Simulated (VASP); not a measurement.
# F (Fd-3m) in VASP: a series of runs

F is run at these levels: PBEsol; tasks: single point.

Program: VASP 6.6.1. These are calculated values, not measurements. Logs are shortened: lines on timing, memory, paths and dates and some standing lists are left out, and cuts for length are marked.

## Step 1: The cell of the first run

It takes space group Fd-3m (No. 227, cubic). Conventional cell: a = 3.619 Å, b = 3.619 Å, c = 3.619 Å, α = 90.00°, β = 90.00°, γ = 90.00°. Within 2.1 Å of F (site symmetry -43m) lie 4 F at 1.57 Å.

## Step 2: Single point, PBEsol

INCAR

```
SYSTEM = F
  PREC = Accurate
  ENCUT = 600
  EDIFF = 1E-6
  ISMEAR = -1
  SIGMA = 0.05
  LREAL = .False.
  LASPH = .True.
  NELM = 120
  ALGO = Normal
  ISIF = 2
  LWAVE = .False.
  LCHARG = .False.
  GGA = PS
  NBANDS = 14
  GGA_COMPAT = .False.
```

KPOINTS

```
regular mesh
0
Gamma
  16 16 16
  0 0 0
```

POSCAR

```
F
1.0
    0.0000000000      1.8094527830      1.8094527830
    1.8094527830      0.0000000000      1.8094527830
    1.8094527830      1.8094527830      0.0000000000
F
2
Direct
   -0.1250000000     -0.1250000000     -0.1250000000
    0.1250000000      0.1250000000      0.1250000000
```

Potentials or basis: VASP PAW PBE potentials, release 64 (F).

The run is started by

```sh
$ cat potpaw_PBE.64/F/POTCAR > POTCAR
$ mpirun -np 1 vasp_std > vasp.out
```

OUTCAR:

```text
SYSTEM = F
   PREC = Accurate
   ENCUT = 600
   EDIFF = 1E-6
   ISMEAR = -1
   LREAL = .False.
   LASPH = .True.
   NELM = 120
   ISIF = 2
   GGA = PS

 ion  position               nearest neighbor table
   1  0.875  0.875  0.875-   2 1.57   2 1.57   2 1.57   2 1.57
   2  0.125  0.125  0.125-   1 1.57   1 1.57   1 1.57   1 1.57

  LATTYP: Found a face centered cubic cell.
 ALAT       =     3.6189055660

  Lattice vectors:

 A1 = (   0.0000000000,   1.8094527830,   1.8094527830)
 A2 = (   1.8094527830,   0.0000000000,   1.8094527830)
 A3 = (   1.8094527830,   1.8094527830,   0.0000000000)

Analysis of symmetry for initial positions (statically):
=====================================================================
 Subroutine PRICEL returns:
 Original cell was already a primitive cell.

 Routine SETGRP: Setting up the symmetry group for a
 face centered cubic supercell.

 Subroutine GETGRP returns: Found 48 space group operations
 (whereof 12 operations were pure point group operations)
 out of a pool of 48 trial point group operations.

The static configuration has the point symmetry D_3d.
 The point group associated with its full space group is O_h .

Analysis of symmetry for dynamics (positions and initial velocities):
=====================================================================
 Subroutine PRICEL returns:
 Original cell was already a primitive cell.

 Routine SETGRP: Setting up the symmetry group for a
 face centered cubic supercell.

 Subroutine GETGRP returns: Found 48 space group operations
 (whereof 12 operations were pure point group operations)
 out of a pool of 48 trial point group operations.

The dynamic configuration has the point symmetry D_3d.
 The point group associated with its full space group is O_h .

 Subroutine INISYM returns: Found 48 space group operations
 (whereof 12 operations are pure point group operations),
 and found     1 'primitive' translations

----------------------------------------------------------------------------------------

                                     Primitive cell

  volume of cell :      11.8487

  direct lattice vectors                    reciprocal lattice vectors
     0.000000000  1.809452783  1.809452783    -0.276326636  0.276326636  0.276326636
     1.809452783  0.000000000  1.809452783     0.276326636 -0.276326636  0.276326636
     1.809452783  1.809452783  0.000000000     0.276326636  0.276326636 -0.276326636

  length of vectors
     2.558952666  2.558952666  2.558952666     0.478611773  0.478611773  0.478611773

  position of ions in fractional coordinates (direct lattice)
     0.875000000  0.875000000  0.875000000
     0.125000000  0.125000000  0.125000000

  ion indices of the primitive-cell ions
   primitive index   ion index
                 1           1
                 2           2

----------------------------------------------------------------------------------------

 KPOINTS: regular mesh

Automatic generation of k-mesh.
 Grid dimensions read from file:
 generate k-points for:   16   16   16

 Generating k-lattice:

  Cartesian coordinates                     Fractional coordinates (reciprocal lattice)
    -0.017270415  0.017270415  0.017270415     0.062500000  0.000000000  0.000000000
     0.017270415 -0.017270415  0.017270415     0.000000000  0.062500000  0.000000000
     0.017270415  0.017270415 -0.017270415     0.000000000  0.000000000  0.062500000

  Length of vectors
     0.029913236  0.029913236  0.029913236

  Shift w.r.t. Gamma in fractional coordinates (k-lattice)
     0.000000000  0.000000000  0.000000000

 Subroutine IBZKPT returns following result:
 ===========================================

 Found    145 irreducible k-points:

 Following reciprocal coordinates:
            Coordinates               Weight
  0.000000  0.000000  0.000000      1.000000
  0.062500  0.000000  0.000000      8.000000
  0.125000  0.000000  0.000000      8.000000
  0.187500  0.000000  0.000000      8.000000
  0.250000  0.000000  0.000000      8.000000
  0.312500  0.000000  0.000000      8.000000
[... 16 lines left out ...]
 -0.125000  0.062500  0.000000     24.000000
 -0.062500  0.062500  0.000000     12.000000
 [... further k-points ...]
   k-points           NKPTS =    145   k-points in BZ     NKDIM =    145   number of bands    NBANDS=     14
   number of dos      NEDOS =    301   number of ions     NIONS =      2
   total plane-waves  NPLWV =   8000
   dimension x,y,z NGX =    20 NGY =   20 NGZ =   20
   dimension x,y,z NGXF=    40 NGYF=   40 NGZF=   40
   ions per type =               2
   NGX,Y,Z   is equivalent  to a cutoff of  12.99, 12.99, 12.99 a.u.
   NGXF,Y,Z  is equivalent  to a cutoff of  25.99, 25.99, 25.99 a.u.
 SYSTEM =  F
   PREC   = accura    normal or accurate (medium, high low for compatibility)
   ISTART =      0    job   : 0-new  1-cont  2-samecut
   ICHARG =      2    charge: 1-file 2-atom 10-const
   ISPIN  =      1    spin polarized calculation?
   LNONCOLLINEAR =      F non collinear calculations
   LSORBIT =      F    spin-orbit coupling
   LASPH  =      T    aspherical Exc in radial PAW
   ENCUT  =  600.0 eV  44.10 Ry    6.64 a.u.   5.11  5.11  5.11*2*pi/ulx,y,z
   NELM   =    120;   NELMIN=  2; NELMDL= -5     # of ELM steps
   EDIFF  = 0.1E-05   stopping-criterion for ELM
   LREAL  =      F    real-space projection
   EDIFFG = 0.1E-04   stopping-criterion for IOM
   NSW    =      0    number of steps for IOM
   IBRION =     -1    ionic relax: 0-MD 1-quasi-New 2-CG
   NFREE  =      0    steps in history (QN), initial steepest desc. (CG)
   ISIF   =      2    stress and relaxation
   ISYM   =      2    0-nonsym 1-usesym 2-fastsym
   POTIM  = 0.5000    time-step for ionic-motion
   TEBEG  =    0.0;   TEEND  =   0.0 temperature during run
   PSTRESS=    0.0 pullay stress
   NELECT =      14.0000    total number of electrons
   NUPDOWN=      -1.0000    fix difference up-down
   EMIN   =  10.00;   EMAX   =-10.00  energy-range for DOS
   EFERMI =   0.00;   METHOD = LEGACY
   ISMEAR =    -1;   SIGMA  =   0.05  broadening in eV -4-tet -1-fermi 0-gaus
   EFERMI_NEDOS =   21; number of points for ismear=-14 and -15
   IALGO  =     38    algorithm
   IMIX   =      4    mixing-type and parameters
     AMIX     =   0.40;   BMIX     =  1.00
     AMIX_MAG =   1.60;   BMIX_MAG =  1.00
  volume/ion in A,a.u.               =       5.92        39.98
  Fermi-wavevector in a.u.,A,eV,Ry     =   1.730720  3.270587 40.754799  2.995393
  Thomas-Fermi vector in A             =   2.805223
   LORBIT       =      0    0 simple, 1 ext, 2 COOP (PROOUT), +10 PAW based schemes
   GGA     = PS    functional components
   LHFCALC =     F    Hartree Fock is set to
   AEXX    =    0.0000 exact exchange contribution
   IVDW    =     0    specifies the selected vdW correction
   LEPSILON=     F    determine dielectric tensor
   LRPA    =     F    only Hartree local field effects (RPA)
 non-spin polarized calculation
  energy-cutoff  :      600.00
  volume of cell :       11.85
 maximum number of plane-waves:       411
   NGX = 11   NGY = 11   NGZ = 11

 number of electron      13.9999982 magnetization

 Free energy of the ion-electron system (eV)
  ---------------------------------------------------
  ext. energy  EPLUGINS =         0.00000000
  ---------------------------------------------------
  free energy    TOTEN  =         4.26470107 eV

  energy without entropy =        4.27914613  energy(sigma->0) =        4.27192360

 E-fermi :   6.4763     XC(G=0): -13.3099

 val. band max:        6.4744874845   @ k =  -0.2500   0.2500   0.0000
 cond. band min:       6.4830834184   @ k =   0.3750   0.3125   0.0625
 fundamental gap:      0.0085959340
 Fermi energy:         6.4762846100

 k-point     1 :       0.0000    0.0000    0.0000
  band No.  band energies     occupation
      1     -25.6017      2.00000
      2     -11.0941      2.00000
      3      -1.5512      2.00000
      4      -1.5512      2.00000
      5      -1.5512      2.00000
      6       3.3473      2.00000
      7       3.3473      2.00000
      8       3.3473      2.00000
      9      17.2274      0.00000
     10      35.9126      0.00000
     11      35.9126      0.00000
     12      35.9126      0.00000
     13      36.7268      0.00000
     14      36.7268      0.00000

 k-point     2 :       0.0625    0.0000    0.0000
  band No.  band energies     occupation
      1     -25.5239      2.00000
      2     -11.2974      2.00000
      3      -1.6344      2.00000
      4      -1.6344      2.00000
      5      -1.5812      2.00000
      6       3.4379      2.00000
      7       3.4460      2.00000
      8       3.4460      2.00000
      9      17.4188      0.00000
     10      34.6060      0.00000
     11      34.6060      0.00000
     12      35.0105      0.00000
     13      38.3311      0.00000
     14      38.3311      0.00000

 k-point     3 :       0.1250    0.0000    0.0000
  band No.  band energies     occupation
      1     -25.2934      2.00000
      2     -11.8690      2.00000
      3      -1.8558      2.00000
      4      -1.8558      2.00000
      5      -1.6994      2.00000
      6       3.7084      2.00000
      7       3.7084      2.00000
      8       3.7330      2.00000
      9      17.9402      0.00000
     10      33.2890      0.00000
     11      33.2890      0.00000
     12      33.3202      0.00000
     13      40.5023      0.00000
     14      40.5023      0.00000

 k-point     4 :       0.1875    0.0000    0.0000
  band No.  band energies     occupation
      1     -24.9204      2.00000
      2     -12.7155      2.00000
      3      -2.1503      2.00000
      4      -2.1503      2.00000
      5      -1.9314      2.00000
      6       4.0586      2.00000
      7       4.0586      2.00000
      8       4.2480      2.00000
      9      18.6635      0.00000
     10      31.5765      0.00000
     11      32.2978      0.00000
     12      32.2978      0.00000
     13      42.3356      0.00000
     14      42.5355      0.00000

 k-point     5 :       0.2500    0.0000    0.0000
  band No.  band energies     occupation
      1     -24.4243      2.00000
      2     -13.7252      2.00000
      3      -2.4558      2.00000
      4      -2.4558      2.00000
      5      -2.2421      2.00000
      6       4.4222      2.00000
      7       4.4222      2.00000
      8       4.9268      2.00000
      9      19.4515      0.00000
     10      29.9168      0.00000
     11      31.6308      0.00000
[... 276 lines left out ...]
 k-point    22 :      -0.1875    0.0625    0.0000
  band No.  band energies     occupation
      1     -24.7005      2.00000
      2     -13.1614      2.00000
      3      -2.9383      2.00000
      4      -2.1196      2.00000
      5      -1.5495      2.00000
      6       4.0550      2.00000
      7       4.0717      2.00000
      8       4.8113      2.00000
      9      19.0350      0.00000
     10      30.0261      0.00000
     11      31.1824      0.00000
     12      34.1037      0.00000
     13      41.2690      0.00000
     14      43.0237      0.00000

 k-point    23 :      -0.1250    0.0625    0.0000
  band No.  band energies     occupation
      1     -25.1163      2.00000
      2     -12.2739      2.00000
      3      -2.4629      2.00000
      4      -1.8429      2.00000
      5      -1.4683      2.00000
      6       3.6804      2.00000
      7       3.7204      2.00000
      8       4.2911      2.00000
      9      18.3035      0.00000
     10      31.4939      0.00000
     11      31.9754      0.00000
     12      35.2984      0.00000
     13      39.5238      0.00000
     14      42.6112      0.00000

 k-point    24 :      -0.0625    0.0625    0.0000
  band No.  band energies     occupation
      1     -25.3950      2.00000
      2     -11.6202      2.00000
      3      -2.0019      2.00000
      4      -1.6618      2.00000
      5      -1.4908      2.00000
      6       3.4616      2.00000
      7       3.4946      2.00000
      8       3.8216      2.00000
      9      17.7196      0.00000
     10      33.1202      0.00000
     11      33.1239      0.00000
     12      36.1540      0.00000
     13      37.8687      0.00000
     14      40.3851      0.00000

 [... further k-points ...]
[... 5 lines left out ...]
  --------------------------------------------------------------------------------------
  -------------------------------------------------------------------------------------
  Total       21.3735547     21.3735547     21.3735547     -0.0000000     -0.0000000      0.0000000
  in kB     2890.1180343   2890.1180343   2890.1180343     -0.0000000     -0.0000000      0.0000000
  external PRESSURE =    2890.1180343 kB  Pullay stress =       0.0000000 kB

 VOLUME and BASIS-vectors are now :
 -----------------------------------------------------------------------------
  energy-cutoff  :      600.00
  volume of cell :       11.85
      direct lattice vectors                 reciprocal lattice vectors
     0.000000000  1.809452783  1.809452783    -0.276326636  0.276326636  0.276326636
     1.809452783  0.000000000  1.809452783     0.276326636 -0.276326636  0.276326636
     1.809452783  1.809452783  0.000000000     0.276326636  0.276326636 -0.276326636

 POSITION                                       TOTAL-FORCE (eV/Angst)
 -----------------------------------------------------------------------------------
      3.16654      3.16654      3.16654        -0.000000     -0.000000      0.000000
      0.45236      0.45236      0.45236         0.000000      0.000000     -0.000000
 -----------------------------------------------------------------------------------
    total drift:                                0.000000      0.000000     -0.000000

  FREE ENERGIE OF THE ION-ELECTRON SYSTEM (eV)
  ---------------------------------------------------
  free  energy   TOTEN  =         4.2647010695 eV

  energy  without entropy=        4.2791461261  energy(sigma->0) =        4.27192360
```

Wall time 13 s (1 thread of AMD EPYC 9R14 (Zen 4), shared host); peak memory 0.1 GiB.

Results:

```
Free energy            : 4.2647 eV
Pressure               : 289.0 GPa
Band gap on the k mesh : zero (bands 7 and 8 overlap by 4.20 eV)
```

Caveat: the cell stands under pressure; the PAW data sets were made with another functional, which shifts forces and pressure a little.

## Step 3: Single point, PBEsol

INCAR

```
SYSTEM = F
  PREC = Accurate
  ENCUT = 600
  EDIFF = 1E-6
  ISMEAR = -1
  SIGMA = 0.05
  LREAL = .FALSE.
  LASPH = .TRUE.
  NELM = 120
  ALGO = Normal
  ISIF = 2
  LWAVE = .FALSE.
  LCHARG = .FALSE.
  GGA = PS
  NBANDS = 14
  GGA_COMPAT = .FALSE.
```

KPOINTS

```
regular mesh
0
G
  16 16 16
  0 0 0
```

POSCAR

```
F
1.0
    0.0000000000      1.8091972311      1.8091972311
    1.8091972311      0.0000000000      1.8091972311
    1.8091972311      1.8091972311      0.0000000000
F
2
Direct
   -0.1250000000     -0.1250000000     -0.1250000000
    0.1250000000      0.1250000000      0.1250000000
```

Potentials or basis: VASP PAW PBE potentials, release 64 (F).

The run is started by

```sh
$ cat potpaw_PBE.64/F/POTCAR > POTCAR
$ mpirun -np 1 vasp_std > vasp.out
```

Run time: 14 s. Hardware: 1 thread of AMD EPYC 9R14 (Zen 4), shared host; peak memory 0.1 GiB.

Results (log left out):

```yaml
Free_energy: 4.2738 eV
Pressure: 289.4 GPa
Band_gap_on_the_k_mesh: zero (bands 7 and 8 overlap by 4.21 eV)
```

Levels at points of the mesh, in eV from the Fermi level:
```csv
k point,band 5,band 6,band 7,band 8,band 9,band 10
"(0.00, 0.00, 0.00)",-8.03,-3.13,-3.13,-3.13,10.75,29.44
"(0.50, 0.00, 0.00)",-9.55,-1.29,-1.29,0.44,15.29,18.99
"(0.50, 0.50, 0.00)",-5.22,-5.22,1.07,1.08,15.00,15.00
```

Caveat: the cell stands under pressure; the PAW data sets were made with another functional, which shifts forces and pressure a little.
